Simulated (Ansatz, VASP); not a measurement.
**One calculation of Si, two programs**

INCAR

```
  ALGO = Normal
  EDIFF = 1E-6
  ENCUT = 520
  GGA = PE
  ISIF = 2
  ISMEAR = -1
  LASPH = T
  LCHARG = F
  LREAL = F
  LWAVE = F
  NBANDS = 11
  NELM = 60
  PREC = Accurate
  SIGMA = 0.08
```

The input KPOINTS:

```
k-points
0
Gamma
  16 16 11
```

The input POSCAR:

```
Si
1.0
   -2.3238700000      2.3880200000      1.2726500000
    2.2728700000     -2.4390200000      1.2773500000
    2.2291300000      2.3489800000     -1.3673900000
Si
2
Direct
    0.8070000000      0.5570000000      0.2500000000
    0.1930000000      0.4430000000      0.7500000000
```

Input for Ansatz:

```yaml
crystal:
  lattice:
    - [-2.32387, 2.38802, 1.27265]
    - [2.27287, -2.43902, 1.27735]
    - [2.22913, 2.34898, -1.36739]
  atoms:
    - { symbol: Si, position: [0.807, 0.557, 0.25] }
    - { symbol: Si, position: [0.193, 0.443, 0.75] }
kpoints:
  mp_grid: { grid: [16, 16, 11] }
scf:
  occupations: { method: fermi_dirac, width: 0.08 }
hamiltonian:
  xc: pbe
  pseudopotentials: { kind: all_electron, lapw: { basis_error: 0.0005 } }
output:
  forces: true
  stress: true
  eigenvalues: true
```

Change from the starting cell: equal xy, yz and zx shear strains of -4 %.

Alike in both runs: task single point; functional PBE; k mesh 16 × 16 × 11; occupations fermi-dirac, width 0.08 eV; no spin polarisation.

|  | VASP | Ansatz |
| --- | --- | --- |
| version | VASP 6.6.1 | Ansatz 0.2.0 |
| potentials or method | VASP PAW PBE potentials, release 64 (Si), cutoff 520 eV | all-electron LAPW, scalar-relativistic |

```tsv
	VASP	Ansatz	Ansatz less VASP
pressure (GPa)	15.8	15.9	+0.07
traceless stress, the component that is largest in VASP (GPa)	3.54	3.54	+0.003
rms of the force components (eV/Å)	0.091	0.091	-0.0002
```

Atom by atom the forces differ by 0.002 eV/Å (rms over components). Ansatz ran all-electron here, and VASP with PAW potentials.
